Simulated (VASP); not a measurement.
# CaPb (P4mm) in VASP: single point with LDA

Aim: the single point of CaPb with LDA.

All numbers are computed with VASP 6.6.1; they aren't measurements. Logs are shortened: lines on timing, memory, paths and dates and some standing lists are left out, and cuts for length are marked.

## Step 1: The cell of the first run

Symmetry: P4mm, No. 99, tetragonal system. The conventional cell has a = 3.382 Å, b = 3.382 Å, c = 4.414 Å, α = 90.00°, β = 90.00°, γ = 90.00°. Within 4.1 Å of Ca (site symmetry 4mm) lie 8 Pb at 3.08 to 3.44 Å and 4 Ca at 3.38 Å. Pb (site symmetry 4mm) has 8 Ca at 3.08 to 3.44 Å and 4 Pb at 3.38 Å within 4.1 Å.

## Step 2: Single point, LDA

INCAR

```
SYSTEM = CaPb
PREC     = Accurate       ! precision mode
ENCUT    = 520            ! plane-wave cutoff, eV
EDIFF    = 1E-6           ! SCF threshold, eV
ISMEAR   = 0              ! smearing method
SIGMA    = 0.15           ! smearing width, eV
LREAL    = .FALSE.        ! projectors in reciprocal space
LASPH    = .TRUE.         ! aspherical terms in the spheres
NELM     = 100            ! most SCF steps
ALGO     = Fast           ! electronic algorithm
ISIF     = 2              ! what is computed and relaxed
LWAVE    = .FALSE.        ! write WAVECAR
LCHARG   = .FALSE.        ! write CHGCAR
GGA      = CA             ! functional
NBANDS   = 19             ! bands
```

KPOINTS

```
Automatic mesh
0
G
  14 14 10
  0 0 0
```

POSCAR

```
CaPb
1.0
    3.3816920808      0.0000000000      0.0000000000
    0.0000000000      3.3816920808      0.0000000000
    0.0000000000      0.0000000000      4.4140575486
Ca Pb
1 1
Direct
    0.0000000000      0.0000000000     -0.0499200560
    0.5000000000      0.5000000000      0.5096558687
```

Potentials or basis: VASP PAW LDA potentials, release 64 (Ca_sv, Pb_d).

On the command line:

```sh
cat potpaw_LDA.64/Ca_sv/POTCAR potpaw_LDA.64/Pb_d/POTCAR > POTCAR
mpirun -np 1 vasp_std > vasp.out
```

OUTCAR:

```text
SYSTEM = CaPb
   PREC = Accurate
   ENCUT = 520
   EDIFF = 1E-6
   ISMEAR = 0
   LREAL = .FALSE.
   LASPH = .TRUE.
   NELM = 100
   ISIF = 2
   GGA = CA

 ion  position               nearest neighbor table
   1  0.000  0.000  0.950-   2 3.08   2 3.08   2 3.08   2 3.08   2 3.44   2 3.44   2 3.44   2 3.44

   2  0.500  0.500  0.510-   1 3.08   1 3.08   1 3.08   1 3.08   1 3.44   1 3.44   1 3.44   1 3.44

  LATTYP: Found a simple tetragonal cell.
 ALAT       =     3.3816920808
 C/A-ratio  =     1.3052807420

  Lattice vectors:

 A1 = (   3.3816920808,   0.0000000000,   0.0000000000)
 A2 = (   0.0000000000,   3.3816920808,   0.0000000000)
 A3 = (   0.0000000000,   0.0000000000,   4.4140575486)

Analysis of symmetry for initial positions (statically):
=====================================================================
 Subroutine PRICEL returns:
 Original cell was already a primitive cell.

 Routine SETGRP: Setting up the symmetry group for a
 simple tetragonal supercell.

 Subroutine GETGRP returns: Found  8 space group operations
 (whereof  8 operations were pure point group operations)
 out of a pool of 16 trial point group operations.

The static configuration has the point symmetry C_4v.

Analysis of symmetry for dynamics (positions and initial velocities):
=====================================================================
 Subroutine PRICEL returns:
 Original cell was already a primitive cell.

 Routine SETGRP: Setting up the symmetry group for a
 simple tetragonal supercell.

 Subroutine GETGRP returns: Found  8 space group operations
 (whereof  8 operations were pure point group operations)
 out of a pool of 16 trial point group operations.

The dynamic configuration has the point symmetry C_4v.

 Subroutine INISYM returns: Found  8 space group operations
 (whereof  8 operations are pure point group operations),
 and found     1 'primitive' translations

----------------------------------------------------------------------------------------

                                     Primitive cell

  volume of cell :      50.4785

  direct lattice vectors                    reciprocal lattice vectors
     3.381692081  0.000000000  0.000000000     0.295709951  0.000000000  0.000000000
     0.000000000  3.381692081  0.000000000     0.000000000  0.295709951  0.000000000
     0.000000000  0.000000000  4.414057549     0.000000000  0.000000000  0.226548927

  length of vectors
     3.381692081  3.381692081  4.414057549     0.295709951  0.295709951  0.226548927

  position of ions in fractional coordinates (direct lattice)
     0.000000000  0.000000000  0.950079944
     0.500000000  0.500000000  0.509655869

  ion indices of the primitive-cell ions
   primitive index   ion index
                 1           1
                 2           2

----------------------------------------------------------------------------------------

 KPOINTS: Automatic mesh

Automatic generation of k-mesh.
 Grid dimensions read from file:
 generate k-points for:   14   14   10

 Generating k-lattice:

  Cartesian coordinates                     Fractional coordinates (reciprocal lattice)
     0.021122139  0.000000000  0.000000000     0.071428571  0.000000000  0.000000000
     0.000000000  0.021122139  0.000000000     0.000000000  0.071428571  0.000000000
     0.000000000  0.000000000  0.022654893     0.000000000  0.000000000  0.100000000

  Length of vectors
     0.021122139  0.021122139  0.022654893

  Shift w.r.t. Gamma in fractional coordinates (k-lattice)
     0.000000000  0.000000000  0.000000000

 Subroutine IBZKPT returns following result:
 ===========================================

 Found    216 irreducible k-points:

 Following reciprocal coordinates:
            Coordinates               Weight
  0.000000  0.000000  0.000000      1.000000
  0.071429  0.000000  0.000000      4.000000
  0.142857  0.000000  0.000000      4.000000
  0.214286  0.000000  0.000000      4.000000
  0.285714  0.000000  0.000000      4.000000
  0.357143  0.000000  0.000000      4.000000
[... 16 lines left out ...]
  0.285714  0.214286  0.000000      8.000000
  0.357143  0.214286  0.000000      8.000000
 [... further k-points ...]
   k-points           NKPTS =    216   k-points in BZ     NKDIM =    216   number of bands    NBANDS=     19
   number of dos      NEDOS =    301   number of ions     NIONS =      2
   total plane-waves  NPLWV =  28224
   dimension x,y,z NGX =    28 NGY =   28 NGZ =   36
   dimension x,y,z NGXF=    56 NGYF=   56 NGZF=   72
   ions per type =               1   1
   NGX,Y,Z   is equivalent  to a cutoff of  13.76, 13.76, 13.56 a.u.
   NGXF,Y,Z  is equivalent  to a cutoff of  27.53, 27.53, 27.12 a.u.
 SYSTEM =  CaPb
   PREC   = accura    normal or accurate (medium, high low for compatibility)
   ISTART =      0    job   : 0-new  1-cont  2-samecut
   ICHARG =      2    charge: 1-file 2-atom 10-const
   ISPIN  =      1    spin polarized calculation?
   LNONCOLLINEAR =      F non collinear calculations
   LSORBIT =      F    spin-orbit coupling
   LASPH  =      T    aspherical Exc in radial PAW
   ENCUT  =  520.0 eV  38.22 Ry    6.18 a.u.   6.29  6.29  8.21*2*pi/ulx,y,z
   NELM   =    100;   NELMIN=  2; NELMDL= -5     # of ELM steps
   EDIFF  = 0.1E-05   stopping-criterion for ELM
   LREAL  =      F    real-space projection
   EDIFFG = 0.1E-04   stopping-criterion for IOM
   NSW    =      0    number of steps for IOM
   IBRION =     -1    ionic relax: 0-MD 1-quasi-New 2-CG
   NFREE  =      0    steps in history (QN), initial steepest desc. (CG)
   ISIF   =      2    stress and relaxation
   ISYM   =      2    0-nonsym 1-usesym 2-fastsym
   POTIM  = 0.5000    time-step for ionic-motion
   TEBEG  =    0.0;   TEEND  =   0.0 temperature during run
   PSTRESS=    0.0 pullay stress
   NELECT =      24.0000    total number of electrons
   NUPDOWN=      -1.0000    fix difference up-down
   EMIN   =  10.00;   EMAX   =-10.00  energy-range for DOS
   EFERMI =   0.00;   METHOD = LEGACY
   ISMEAR =     0;   SIGMA  =   0.15  broadening in eV -4-tet -1-fermi 0-gaus
   EFERMI_NEDOS =   21; number of points for ismear=-14 and -15
   IALGO  =     68    algorithm
   IMIX   =      4    mixing-type and parameters
     AMIX     =   0.40;   BMIX     =  1.00
     AMIX_MAG =   1.60;   BMIX_MAG =  1.00
  volume/ion in A,a.u.               =      25.24       170.32
  Fermi-wavevector in a.u.,A,eV,Ry     =   1.277742  2.414582 22.213210  1.632625
  Thomas-Fermi vector in A             =   2.410324
   LORBIT       =      0    0 simple, 1 ext, 2 COOP (PROOUT), +10 PAW based schemes
   GGA     = CA    functional components
   LHFCALC =     F    Hartree Fock is set to
   AEXX    =    0.0000 exact exchange contribution
   IVDW    =     0    specifies the selected vdW correction
   LEPSILON=     F    determine dielectric tensor
   LRPA    =     F    only Hartree local field effects (RPA)
 non-spin polarized calculation
 RMM-DIIS sequential band-by-band and
 Gauss-broadening in eV      SIGMA  =   0.15
  energy-cutoff  :      520.00
  volume of cell :       50.48
 maximum number of plane-waves:      1373
 NGX is ok and might be reduce to    28
   NGX = 13   NGY = 13   NGZ = 17

 number of electron      24.0000004 magnetization

 Free energy of the ion-electron system (eV)
  ---------------------------------------------------
  ext. energy  EPLUGINS =         0.00000000
  ---------------------------------------------------
  free energy    TOTEN  =        -7.51342749 eV

  energy without entropy =       -7.50479953  energy(sigma->0) =       -7.50911351

 E-fermi :   6.5491     XC(G=0): -10.5554

 val. band max:        6.5473789840   @ k =   0.5000   0.4286   0.2000
 cond. band min:       6.5691142882   @ k =   0.4286   0.2857   0.5000
 fundamental gap:      0.0217353042
 Fermi energy:         6.5490973043

 k-point     1 :       0.0000    0.0000    0.0000
  band No.  band energies     occupation
      1     -34.1018      2.00000
      2     -15.4546      2.00000
      3     -15.3244      2.00000
      4     -15.3244      2.00000
      5     -10.3731      2.00000
      6     -10.1601      2.00000
[... 11 lines left out ...]
     18      11.4650      0.00000
     19      11.4698      0.00000

 k-point     2 :       0.0714    0.0000    0.0000
  band No.  band energies     occupation
      1     -34.1001      2.00000
      2     -15.4530      2.00000
      3     -15.3434      2.00000
      4     -15.3229      2.00000
      5     -10.3608      2.00000
      6     -10.1535      2.00000
[... 11 lines left out ...]
     18      11.7152      0.00000
     19      12.0938      0.00000

 k-point     3 :       0.1429    0.0000    0.0000
  band No.  band energies     occupation
      1     -34.0954      2.00000
      2     -15.4485      2.00000
      3     -15.3962      2.00000
      4     -15.3188      2.00000
      5     -10.3295      2.00000
      6     -10.1318      2.00000
[... 11 lines left out ...]
     18      12.1283      0.00000
     19      12.5889      0.00000

 k-point     4 :       0.2143    0.0000    0.0000
  band No.  band energies     occupation
      1     -34.0885      2.00000
      2     -15.4725      2.00000
      3     -15.4410      2.00000
      4     -15.3128      2.00000
      5     -10.2938      2.00000
      6     -10.0912      2.00000
[... 11 lines left out ...]
     18      12.6263      0.00000
     19      12.7998      0.00000

 k-point     5 :       0.2857    0.0000    0.0000
  band No.  band energies     occupation
      1     -34.0809      2.00000
      2     -15.5544      2.00000
      3     -15.4339      2.00000
      4     -15.3062      2.00000
      5     -10.2661      2.00000
      6     -10.0834      2.00000
[... 11 lines left out ...]
     18      12.8037      0.00000
     19      13.2104      0.00000
[... 334 lines left out ...]
      2     -15.6822      2.00000
      3     -15.4114      2.00000
      4     -15.3585      2.00000
      5     -10.1674      2.00000
      6     -10.1364      2.00000
[... 11 lines left out ...]
     18      12.9044      0.00000
     19      13.7092      0.00000

 k-point    22 :       0.2143    0.2143    0.0000
  band No.  band energies     occupation
      1     -34.0755      2.00000
      2     -15.4651      2.00000
      3     -15.4447      2.00000
      4     -15.4243      2.00000
      5     -10.1685      2.00000
      6     -10.0909      2.00000
[... 11 lines left out ...]
     18      12.1168      0.00000
     19      13.8331      0.00000

 k-point    23 :       0.2857    0.2143    0.0000
  band No.  band energies     occupation
      1     -34.0680      2.00000
      2     -15.5347      2.00000
      3     -15.4440      2.00000
      4     -15.4152      2.00000
      5     -10.1236      2.00000
      6     -10.1189      2.00000
[... 11 lines left out ...]
     18      12.4066      0.00000
     19      13.7243      0.00000

 k-point    24 :       0.3571    0.2143    0.0000
  band No.  band energies     occupation
      1     -34.0612      2.00000
      2     -15.6041      2.00000
      3     -15.4359      2.00000
      4     -15.4068      2.00000
      5     -10.1448      2.00000
      6     -10.1109      2.00000
[... 11 lines left out ...]
     18      12.5952      0.00000
     19      13.5229      0.00000

 [... further k-points ...]

------------------------ aborting loop because EDIFF is reached ----------------------------------------

  FORCE on cell =-STRESS in cart. coord.  units (eV):
  Direction    XX          YY          ZZ          XY          YZ          ZX
  --------------------------------------------------------------------------------------
  -------------------------------------------------------------------------------------
  Total        1.9434523      1.9434523      1.3383427      0.0000000      0.0000000      0.0000000
  in kB       61.6848293     61.6848293     42.4787578      0.0000000      0.0000000      0.0000000
  external PRESSURE =      55.2828055 kB  Pullay stress =       0.0000000 kB

 VOLUME and BASIS-vectors are now :
 -----------------------------------------------------------------------------
  energy-cutoff  :      520.00
  volume of cell :       50.48
      direct lattice vectors                 reciprocal lattice vectors
     3.381692081  0.000000000  0.000000000     0.295709951  0.000000000  0.000000000
     0.000000000  3.381692081  0.000000000     0.000000000  0.295709951  0.000000000
     0.000000000  0.000000000  4.414057549     0.000000000  0.000000000  0.226548927

 POSITION                                       TOTAL-FORCE (eV/Angst)
 -----------------------------------------------------------------------------------
      0.00000      0.00000      4.19371         0.000000     -0.000000      1.255042
      1.69085      1.69085      2.24965        -0.000000      0.000000     -1.255042
 -----------------------------------------------------------------------------------
    total drift:                                0.000000      0.000000     -0.003339

  FREE ENERGIE OF THE ION-ELECTRON SYSTEM (eV)
  ---------------------------------------------------
  free  energy   TOTEN  =        -7.5134274906 eV

  energy  without entropy=       -7.5047995306  energy(sigma->0) =       -7.50911351
```

Run time: 4.3 min. Hardware: 1 thread of AMD EPYC 7R13 (Zen 3), shared host; peak memory 0.29 GiB.

What came out:

```
Free energy            : -7.5134 eV
Pressure               : 5.5 GPa
Largest force          : 1.255 eV/Å
Band gap on the k mesh : zero (band 12 reaches 7.66 eV, above the bottom of band 13 at 4.60 eV)
```

Forces in eV/Å, atoms in the order of the input:
```
Ca   0.000  0.000  1.255
Pb   0.000  0.000 -1.255
```

Levels at points of the mesh, in eV from the Fermi level:
```csv
k point,band 8,band 9,band 10,band 11,band 12,band 13,band 14,band 15,band 16,band 17
"(0.00, 0.00, 0.00)",-16.57,-16.55,-10.68,-0.95,0.35,1.03,3.50,3.50,4.61,4.61
"(0.50, 0.00, 0.00)",-16.56,-16.46,-8.43,-4.36,-0.78,1.30,2.48,4.06,4.25,5.68
"(0.50, 0.50, 0.00)",-16.50,-16.37,-6.94,-1.99,-1.99,1.31,1.96,2.26,2.26,3.50
"(0.00, 0.00, 0.50)",-16.56,-16.55,-9.91,-4.53,1.05,2.13,2.13,2.93,4.88,7.78
"(0.50, 0.00, 0.50)",-16.57,-16.45,-8.40,-3.21,-1.81,0.35,3.28,3.75,4.07,4.10
"(0.50, 0.50, 0.50)",-16.46,-16.36,-6.28,-2.56,-2.56,-1.95,3.79,4.04,4.04,4.08
```

Caveat: spin-orbit coupling is left out, which moves the levels of the heavy elements; forces of over 1 eV/Å act on the atoms, so gaps and moduli don't describe the material at rest.
